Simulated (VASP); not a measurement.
# NaCl in VASP: a series of runs

Runs on NaCl. Level: PBE. Tasks: single point.

Program: VASP 6.6.1. These are calculated values, not measurements. Logs are shortened: lines on timing, memory, paths and dates and some standing lists are left out, and cuts for length are marked.

### 1 The cell of the first run

Symmetry: I4/mmm, No. 139, tetragonal system. The conventional cell has a = 3.983 Å, b = 3.983 Å, c = 5.593 Å, α = 90.00°, β = 90.00°, γ = 90.00°. Within 3.7 Å of Na (site symmetry 4/mmm) lie 6 Cl at 2.80 to 2.82 Å. Cl (site symmetry 4/mmm) has 6 Na at 2.80 to 2.82 Å within 3.7 Å.

### 2 Single point, PBE (epitaxial xy strain +0.5%)

INCAR

```
SYSTEM = NaCl
PREC     = Accurate       ! precision mode
ENCUT    = 520            ! plane-wave cutoff, eV
EDIFF    = 1E-6           ! SCF threshold, eV
ISMEAR   = 0              ! smearing method
SIGMA    = 0.01           ! smearing width, eV
LREAL    = .False.        ! projectors in reciprocal space
LASPH    = .True.         ! aspherical terms in the spheres
NELM     = 60             ! most SCF steps
ALGO     = Normal         ! electronic algorithm
ISIF     = 2              ! what is computed and relaxed
LWAVE    = .False.        ! write WAVECAR
LCHARG   = .False.        ! write CHGCAR
GGA      = PE             ! functional
NBANDS   = 14             ! bands
```

KPOINTS

```
regular mesh
0
Gamma
  4 4 4
  0 0 0
```

POSCAR

```
NaCl
1.0
    0.0000000000      2.8167123034      2.7966897258
    2.8167123034      0.0000000000      2.7966897258
    2.8167123034      2.8167123034      0.0000000000
Na Cl
1 1
Direct
    0.0000000000      0.0000000000      0.0000000000
    0.5000000000      0.5000000000      0.5000000000
```

Potentials or basis: VASP PAW PBE potentials, release 64 (Na_pv, Cl).

On the command line:

```
> cat potpaw_PBE.64/Na_pv/POTCAR potpaw_PBE.64/Cl/POTCAR > POTCAR
> mpirun -np 1 vasp_std > vasp.out
```

OUTCAR:

```text
SYSTEM = NaCl
   PREC = Accurate
   ENCUT = 520
   EDIFF = 1E-6
   ISMEAR = 0
   LREAL = .False.
   LASPH = .True.
   NELM = 60
   ISIF = 2
   GGA = PE

 ion  position               nearest neighbor table
   1  0.000  0.000  0.000-
   2  0.500  0.500  0.500-

  LATTYP: Found a body centered tetragonal cell.
 ALAT       =     3.9834327408
 C/A-ratio  =     1.4041606362

  Lattice vectors:

 A1 = (   0.0000000000,  -2.8167123034,  -2.7966897258)
 A2 = (   0.0000000000,   2.8167123034,  -2.7966897258)
 A3 = (   2.8167123034,   0.0000000000,   2.7966897258)

Analysis of symmetry for initial positions (statically):
=====================================================================
 Subroutine PRICEL returns:
 Original cell was already a primitive cell.

 Routine SETGRP: Setting up the symmetry group for a
 body centered tetragonal supercell.

 Subroutine GETGRP returns: Found 16 space group operations
 (whereof 16 operations were pure point group operations)
 out of a pool of 16 trial point group operations.

The static configuration has the point symmetry D_4h.

Analysis of symmetry for dynamics (positions and initial velocities):
=====================================================================
 Subroutine PRICEL returns:
 Original cell was already a primitive cell.

 Routine SETGRP: Setting up the symmetry group for a
 body centered tetragonal supercell.

 Subroutine GETGRP returns: Found 16 space group operations
 (whereof 16 operations were pure point group operations)
 out of a pool of 16 trial point group operations.

The dynamic configuration has the point symmetry D_4h.

 Subroutine INISYM returns: Found 16 space group operations
 (whereof 16 operations are pure point group operations),
 and found     1 'primitive' translations

----------------------------------------------------------------------------------------

                                     Primitive cell

  volume of cell :      44.3771

  direct lattice vectors                    reciprocal lattice vectors
     0.000000000  2.816712303  2.796689726    -0.177511917  0.177511917  0.178782793
     2.816712303  0.000000000  2.796689726     0.177511917 -0.177511917  0.178782793
     2.816712303  2.816712303  0.000000000     0.177511917  0.177511917 -0.178782793

  length of vectors
     3.969299891  3.969299891  3.983432741     0.308195146  0.308195146  0.308195146

  position of ions in fractional coordinates (direct lattice)
     0.000000000  0.000000000  0.000000000
     0.500000000  0.500000000  0.500000000

  ion indices of the primitive-cell ions
   primitive index   ion index
                 1           1
                 2           2

----------------------------------------------------------------------------------------

 KPOINTS: regular mesh

Automatic generation of k-mesh.
 Grid dimensions read from file:
 generate k-points for:    4    4    4

 Generating k-lattice:

  Cartesian coordinates                     Fractional coordinates (reciprocal lattice)
    -0.044377979  0.044377979  0.044695698     0.250000000  0.000000000  0.000000000
     0.044377979 -0.044377979  0.044695698     0.000000000  0.250000000  0.000000000
     0.044377979  0.044377979 -0.044695698     0.000000000  0.000000000  0.250000000

  Length of vectors
     0.077048787  0.077048787  0.077048787

  Shift w.r.t. Gamma in fractional coordinates (k-lattice)
     0.000000000  0.000000000  0.000000000

 Subroutine IBZKPT returns following result:
 ===========================================

 Found     13 irreducible k-points:

 Following reciprocal coordinates:
            Coordinates               Weight
  0.000000  0.000000  0.000000      1.000000
  0.250000  0.000000  0.000000      8.000000
  0.500000  0.000000  0.000000      4.000000
  0.250000  0.250000  0.000000      2.000000
  0.500000  0.250000  0.000000      8.000000
 -0.250000  0.250000  0.000000      4.000000
  0.500000  0.500000  0.000000      1.000000
  0.250000  0.000000  0.250000      4.000000
  0.500000  0.000000  0.250000     16.000000
 -0.250000  0.000000  0.250000      8.000000
 -0.250000  0.500000  0.250000      4.000000
  0.500000  0.000000  0.500000      2.000000
 -0.250000  0.250000  0.500000      2.000000
   k-points           NKPTS =     13   k-points in BZ     NKDIM =     13   number of bands    NBANDS=     14
   number of dos      NEDOS =    301   number of ions     NIONS =      2
   total plane-waves  NPLWV =  27000
   dimension x,y,z NGX =    30 NGY =   30 NGZ =   30
   dimension x,y,z NGXF=    60 NGYF=   60 NGZF=   60
   ions per type =               1   1
   NGX,Y,Z   is equivalent  to a cutoff of  12.56, 12.56, 12.52 a.u.
   NGXF,Y,Z  is equivalent  to a cutoff of  25.13, 25.13, 25.04 a.u.
 SYSTEM =  NaCl
   PREC   = accura    normal or accurate (medium, high low for compatibility)
   ISTART =      0    job   : 0-new  1-cont  2-samecut
   ICHARG =      2    charge: 1-file 2-atom 10-const
   ISPIN  =      1    spin polarized calculation?
   LNONCOLLINEAR =      F non collinear calculations
   LSORBIT =      F    spin-orbit coupling
   LASPH  =      T    aspherical Exc in radial PAW
   ENCUT  =  520.0 eV  38.22 Ry    6.18 a.u.   7.38  7.38  7.41*2*pi/ulx,y,z
   NELM   =     60;   NELMIN=  2; NELMDL= -5     # of ELM steps
   EDIFF  = 0.1E-05   stopping-criterion for ELM
   LREAL  =      F    real-space projection
   EDIFFG = 0.1E-04   stopping-criterion for IOM
   NSW    =      0    number of steps for IOM
   IBRION =     -1    ionic relax: 0-MD 1-quasi-New 2-CG
   NFREE  =      0    steps in history (QN), initial steepest desc. (CG)
   ISIF   =      2    stress and relaxation
   ISYM   =      2    0-nonsym 1-usesym 2-fastsym
   POTIM  = 0.5000    time-step for ionic-motion
   TEBEG  =    0.0;   TEEND  =   0.0 temperature during run
   PSTRESS=    0.0 pullay stress
   NELECT =      14.0000    total number of electrons
   NUPDOWN=      -1.0000    fix difference up-down
   EMIN   =  10.00;   EMAX   =-10.00  energy-range for DOS
   EFERMI =   0.00;   METHOD = LEGACY
   ISMEAR =     0;   SIGMA  =   0.01  broadening in eV -4-tet -1-fermi 0-gaus
   EFERMI_NEDOS =   21; number of points for ismear=-14 and -15
   IALGO  =     38    algorithm
   IMIX   =      4    mixing-type and parameters
     AMIX     =   0.40;   BMIX     =  1.00
     AMIX_MAG =   1.60;   BMIX_MAG =  1.00
  volume/ion in A,a.u.               =      22.19       149.74
  Fermi-wavevector in a.u.,A,eV,Ry     =   1.114460  2.106024 16.898718  1.242021
  Thomas-Fermi vector in A             =   2.251055
   LORBIT       =      0    0 simple, 1 ext, 2 COOP (PROOUT), +10 PAW based schemes
   GGA     = PE    functional components
   LHFCALC =     F    Hartree Fock is set to
   AEXX    =    0.0000 exact exchange contribution
   IVDW    =     0    specifies the selected vdW correction
   LEPSILON=     F    determine dielectric tensor
   LRPA    =     F    only Hartree local field effects (RPA)
 non-spin polarized calculation
 Gauss-broadening in eV      SIGMA  =   0.01
  energy-cutoff  :      520.00
  volume of cell :       44.38
 maximum number of plane-waves:      1243
 NGX is ok and might be reduce to    30
   NGX = 15   NGY = 15   NGZ = 15

 number of electron      14.0000001 magnetization

 Free energy of the ion-electron system (eV)
  ---------------------------------------------------
  ext. energy  EPLUGINS =         0.00000000
  ---------------------------------------------------
  free energy    TOTEN  =        -6.76998254 eV

  energy without entropy =       -6.76998254  energy(sigma->0) =       -6.76998254

 E-fermi :  -0.6123     XC(G=0):  -8.2108

 val. band max:       -0.6657137838   @ k =   0.0000   0.0000   0.0000
 cond. band min:       4.4798259691   @ k =   0.0000   0.0000   0.0000
 fundamental gap:      5.1455397529
 Fermi energy:        -0.6122882318

 k-point     1 :       0.0000    0.0000    0.0000
  band No.  band energies     occupation
      1     -21.4693      2.00000
      2     -21.4693      2.00000
      3     -21.4683      2.00000
      4     -13.3501      2.00000
      5      -0.6714      2.00000
      6      -0.6657      2.00000
      7      -0.6657      2.00000
      8       4.4798      0.00000
      9      10.4450      0.00000
     10      10.4450      0.00000
     11      10.4988      0.00000
     12      12.5933      0.00000
     13      12.6809      0.00000
     14      14.2620      0.00000

 k-point     2 :       0.2500    0.0000    0.0000
  band No.  band energies     occupation
      1     -21.4844      2.00000
      2     -21.4705      2.00000
      3     -21.4696      2.00000
      4     -13.1813      2.00000
      5      -1.7816      2.00000
      6      -0.8078      2.00000
      7      -0.8050      2.00000
      8       5.9572      0.00000
      9       9.3721      0.00000
     10      10.7193      0.00000
     11      10.7844      0.00000
     12      12.5847      0.00000
     13      12.6126      0.00000
     14      15.0335      0.00000

 k-point     3 :       0.5000    0.0000    0.0000
  band No.  band energies     occupation
      1     -21.4996      2.00000
      2     -21.4717      2.00000
      3     -21.4707      2.00000
      4     -13.0022      2.00000
      5      -2.6233      2.00000
      6      -0.9413      2.00000
      7      -0.9325      2.00000
      8       6.6239      0.00000
      9      10.0434      0.00000
     10      10.2938      0.00000
     11      10.3670      0.00000
     12      14.3883      0.00000
     13      15.5200      0.00000
     14      15.5685      0.00000

 k-point     4 :       0.2500    0.2500    0.0000
  band No.  band energies     occupation
      1     -21.4814      2.00000
      2     -21.4736      2.00000
      3     -21.4736      2.00000
      4     -13.1377      2.00000
      5      -1.7541      2.00000
      6      -0.9942      2.00000
      7      -0.9942      2.00000
      8       6.4693      0.00000
      9       8.4530      0.00000
     10      10.2655      0.00000
     11      11.8038      0.00000
     12      11.8038      0.00000
     13      13.4275      0.00000
     14      18.0972      0.00000

 k-point     5 :       0.5000    0.2500    0.0000
  band No.  band energies     occupation
      1     -21.4912      2.00000
      2     -21.4776      2.00000
      3     -21.4748      2.00000
      4     -12.9768      2.00000
      5      -2.2656      2.00000
      6      -1.4423      2.00000
      7      -1.1190      2.00000
      8       7.5255      0.00000
      9       8.6289      0.00000
     10       9.5534      0.00000
     11      11.5701      0.00000
[... 89 lines left out ...]
 k-point    11 :      -0.2500    0.5000    0.2500
  band No.  band energies     occupation
      1     -21.4841      2.00000
      2     -21.4831      2.00000
      3     -21.4798      2.00000
      4     -12.9359      2.00000
      5      -1.8780      2.00000
      6      -1.8738      2.00000
      7      -1.4278      2.00000
      8       8.1950      0.00000
      9       9.0394      0.00000
     10       9.0849      0.00000
     11      10.7250      0.00000
     12      15.0915      0.00000
     13      15.1427      0.00000
     14      15.7226      0.00000

 k-point    12 :       0.5000    0.0000    0.5000
  band No.  band energies     occupation
      1     -21.4902      2.00000
      2     -21.4774      2.00000
      3     -21.4768      2.00000
      4     -12.9564      2.00000
      5      -2.3551      2.00000
      6      -1.2793      2.00000
      7      -1.2570      2.00000
      8       6.8988      0.00000
      9       7.4111      0.00000
     10      10.7047      0.00000
     11      14.1709      0.00000
     12      14.2700      0.00000
     13      14.6469      0.00000
     14      16.3632      0.00000

 k-point    13 :      -0.2500    0.2500    0.5000
  band No.  band energies     occupation
      1     -21.4838      2.00000
      2     -21.4838      2.00000
      3     -21.4792      2.00000
      4     -12.9374      2.00000
      5      -1.8674      2.00000
      6      -1.8674      2.00000
      7      -1.4461      2.00000
      8       8.2176      0.00000
      9       9.0674      0.00000
     10       9.0674      0.00000
     11      10.7812      0.00000
     12      15.1376      0.00000
     13      15.1376      0.00000
     14      15.6311      0.00000

------------------------ aborting loop because EDIFF is reached ----------------------------------------

  FORCE on cell =-STRESS in cart. coord.  units (eV):
  Direction    XX          YY          ZZ          XY          YZ          ZX
  --------------------------------------------------------------------------------------
  -------------------------------------------------------------------------------------
  Total        0.2587686      0.2587686      0.3487494      0.0000000      0.0000000      0.0000000
  in kB        9.3424946      9.3424946     12.5911311      0.0000000      0.0000000      0.0000000
  external PRESSURE =      10.4253735 kB  Pullay stress =       0.0000000 kB

 VOLUME and BASIS-vectors are now :
 -----------------------------------------------------------------------------
  energy-cutoff  :      520.00
  volume of cell :       44.38
      direct lattice vectors                 reciprocal lattice vectors
     0.000000000  2.816712303  2.796689726    -0.177511917  0.177511917  0.178782793
     2.816712303  0.000000000  2.796689726     0.177511917 -0.177511917  0.178782793
     2.816712303  2.816712303  0.000000000     0.177511917  0.177511917 -0.178782793

 POSITION                                       TOTAL-FORCE (eV/Angst)
 -----------------------------------------------------------------------------------
      0.00000      0.00000      0.00000        -0.000000      0.000000      0.000000
      2.81671      2.81671      2.79669         0.000000     -0.000000     -0.000000
 -----------------------------------------------------------------------------------
    total drift:                               -0.000000      0.000000      0.000000

  FREE ENERGIE OF THE ION-ELECTRON SYSTEM (eV)
  ---------------------------------------------------
  free  energy   TOTEN  =        -6.7699825390 eV

  energy  without entropy=       -6.7699825390  energy(sigma->0) =       -6.76998254
```

Wall time 15 s (1 thread of AMD EPYC 7R13, shared host); peak memory 0.13 GiB.

What came out:

| Property | Result |
| --- | --- |
| Free energy | -6.7700 eV |
| Pressure | 1.0 GPa |
| Band gap on the k mesh | 5.15 eV, direct |

Caveat: the k points lie up to 0.48 Å⁻¹ apart; the cell differs from its parent crystal (epitaxial xy strain +0.5%).

### 3 Single point, PBE (shear xy strain -2.5%)

INCAR

```
  PREC = Accurate
  ENCUT = 520
  EDIFF = 1E-6
  ISMEAR = 0
  SIGMA = 0.01
  LREAL = F
  LASPH = T
  NELM = 80
  ALGO = Normal
  ISIF = 2
  LWAVE = F
  LCHARG = T
  GGA = PE
  LELF = T
  LVHAR = T
  NBANDS = 14
```

KPOINTS

```
Automatic mesh
0
Gamma
  4 4 4
```

POSCAR

```
NaCl
1.0
   -0.0350337351      2.8026988093      2.8026988093
    2.8026988093     -0.0350337351      2.8026988093
    2.7676650742      2.7676650742      0.0000000000
Na Cl
1 1
Direct
    0.0000000000      0.0000000000      0.0000000000
    0.5000000000      0.5000000000      0.5000000000
```

Potentials or basis: VASP PAW PBE potentials, release 64 (Na_pv, Cl).

On the command line:

```
> cat potpaw_PBE.64/Na_pv/POTCAR potpaw_PBE.64/Cl/POTCAR > POTCAR
> mpirun -np 1 vasp_std > vasp.out
```

OUTCAR:

```text
PREC = Accurate
   ENCUT = 520
   EDIFF = 1E-6
   ISMEAR = 0
   LREAL = F
   LASPH = T
   NELM = 80
   ISIF = 2
   GGA = PE

 ion  position               nearest neighbor table
   1  0.000  0.000  0.000-
   2  0.500  0.500  0.500-

  LATTYP: Found a body centered orthorhombic cell.
 ALAT       =     3.9140694840
 B/A-ratio  =     1.0253164557
 C/A-ratio  =     1.4321149999

  Lattice vectors:

[... 483 lines left out ...]
     14      15.6919      0.00000

------------------------ aborting loop because EDIFF is reached ----------------------------------------

  FORCE on cell =-STRESS in cart. coord.  units (eV):
  Direction    XX          YY          ZZ          XY          YZ          ZX
  --------------------------------------------------------------------------------------
  -------------------------------------------------------------------------------------
  Total        0.3501696      0.3501696      0.3465670      0.0875659      0.0000000      0.0000000
  in kB       12.7437590     12.7437590     12.6126492      3.1867952      0.0000000      0.0000000
  external PRESSURE =      12.7000557 kB  Pullay stress =       0.0000000 kB

 VOLUME and BASIS-vectors are now :
 -----------------------------------------------------------------------------
  energy-cutoff  :      520.00
  volume of cell :       44.02
      direct lattice vectors                 reciprocal lattice vectors
    -0.035033735  2.802698809  2.802698809    -0.176197014  0.176197014  0.178399476
     2.802698809 -0.035033735  2.802698809     0.176197014 -0.176197014  0.178399476
     2.767665074  2.767665074  0.000000000     0.180657698  0.180657698 -0.178399476

 POSITION                                       TOTAL-FORCE (eV/Angst)
 -----------------------------------------------------------------------------------
      0.00000      0.00000      0.00000         0.000000      0.000000     -0.000000
      2.76767      2.76767      2.80270         0.000000      0.000000      0.000000
 -----------------------------------------------------------------------------------
    total drift:                               -0.000000      0.000000      0.000000

  FREE ENERGIE OF THE ION-ELECTRON SYSTEM (eV)
  ---------------------------------------------------
  free  energy   TOTEN  =        -6.7664586037 eV

  energy  without entropy=       -6.7664586037  energy(sigma->0) =       -6.76645860
```

OSZICAR:

```text
N       E                     dE             d eps       ncg     rms          rms(c)
DAV:   1     0.104777428276E+03    0.10478E+03   -0.70907E+03   512   0.102E+03
DAV:   2     0.191445369233E+01   -0.10286E+03   -0.93522E+02   546   0.284E+02
DAV:   3    -0.681428825612E+01   -0.87287E+01   -0.86739E+01   630   0.747E+01
DAV:   4    -0.695896546473E+01   -0.14468E+00   -0.14458E+00   600   0.103E+01
DAV:   5    -0.696212276591E+01   -0.31573E-02   -0.31570E-02   618   0.153E+00    0.216E+00
DAV:   6    -0.677251720703E+01    0.18961E+00   -0.31221E-01   620   0.327E+00    0.161E+00
DAV:   7    -0.676088855770E+01    0.11629E-01   -0.82458E-02   682   0.165E+00    0.110E+00
DAV:   8    -0.676647227753E+01   -0.55837E-02   -0.96387E-03   564   0.856E-01    0.297E-01
DAV:   9    -0.676635474369E+01    0.11753E-03   -0.21869E-04   648   0.115E-01    0.158E-01
DAV:  10    -0.676646956737E+01   -0.11482E-03   -0.30639E-04   570   0.139E-01    0.712E-02
DAV:  11    -0.676645827096E+01    0.11296E-04   -0.21043E-05   672   0.433E-02    0.126E-02
DAV:  12    -0.676645860365E+01   -0.33269E-06   -0.19547E-06   582   0.132E-02
   1 F= -.67664586E+01 E0= -.67664586E+01  d E =-.381252E-56
```

stdout:

```text
POSCAR found type information on POSCAR NaCl
 POSCAR found :  2 types and       2 ions
 scaLAPACK will be used
 LDA part: xc-table for (Slater+PW92), standard interpolation
 POSCAR, INCAR and KPOINTS ok, starting setup
 FFT: planning ... GRIDC
 FFT: planning ... GRID_SOFT
 FFT: planning ... GRID
 WAVECAR not read
 entering main loop
```

It took 21 s on 1 thread of AMD EPYC 7R13, shared host; peak memory 0.13 GiB.

Results:

| Property | Result |
| --- | --- |
| Free energy | -6.7665 eV |
| Pressure | 1.3 GPa |
| Band gap on the k mesh | 5.13 eV, direct |

Caveat: the k points lie up to 0.49 Å⁻¹ apart; the cell differs from its parent crystal (shear xy strain -2.5%).

(Part 1 of 3 ends here.)
